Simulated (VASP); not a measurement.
Write the native input for VASP 6.6.1 that does the following.

| Item | Value |
| --- | --- |
| Task | single point |
| Functional | PBEsol |
| Potentials or basis | VASP PAW PBE potentials, release 64 (Cd, Se) |
| Cutoff | 500 eV |
| k mesh | 6 × 6 × 4 |
| Occupations | fermi-dirac, width 0.01 eV |
| Spin | non-collinear spin, zero start, spin-orbit coupling |
| Starting moments | [[0.0, 0.0, 0.0], [0.0, 0.0, 0.0], [0.0, 0.0, 0.0], [0.0, 0.0, 0.0]] μB |
| Dipole correction | no |
| Further INCAR settings | ALGO = Normal; EDIFF = 1e-06; NBANDS = 50 |

The structure of CdSe lies in POSCAR:

```
CdSe
1.0
    4.3441126796      0.0000000000      0.0000000000
   -2.1720563398      3.7621119374      0.0000000000
    0.0000000000      0.0000000000      6.9576772956
Cd Se
2 2
Direct
    0.3333333333      0.6666666667      0.0026066516
    0.6666666667      0.3333333333      0.5026066516
    0.3333333333      0.6666666667      0.3823933484
    0.6666666667      0.3333333333      0.8823933484
```

This cell differs from its parent crystal: film at in-plane strain +0.01.

These files were run (other wordings do the same):

INCAR

```
ALGO = Normal
EDIFF = 1E-6
ENCUT = 500
GGA = PS
GGA_COMPAT = False
ISIF = 2
ISMEAR = -1
LASPH = True
LCHARG = False
LNONCOLLINEAR = True
LORBIT = 11
LORBMOM = True
LREAL = False
LSORBIT = True
LWAVE = False
MAGMOM = 0 0 0 0 0 0 0 0 0 0 0 0
NBANDS = 50
NELM = 200
PREC = Accurate
SIGMA = 0.01
```

KPOINTS

```
k-points
0
Gamma
  6 6 4
```

Potentials or basis: VASP PAW PBE potentials, release 64 (Cd, Se).

Launch:

```sh
$ cat potpaw_PBE.64/Cd/POTCAR potpaw_PBE.64/Se/POTCAR > POTCAR
$ mpirun -np 1 vasp_ncl > vasp.out
```

Results of the run:

| Quantity | Value |
| --- | --- |
| Pressure | -0.2 GPa |
| Net moment | 0.00 μB per cell |
| Valence electrons inside the program's atomic spheres | Cd 10.31; Se 3.84 |

Caveat: the cell differs from its parent crystal (film at in-plane strain +0.01); the PAW data sets were made with another functional, which shifts forces and pressure a little.

Wall time 6.7 min on 1 thread of Oxide Virtual Turin-like Processor, on a shared host, peak memory 0.52 GiB.
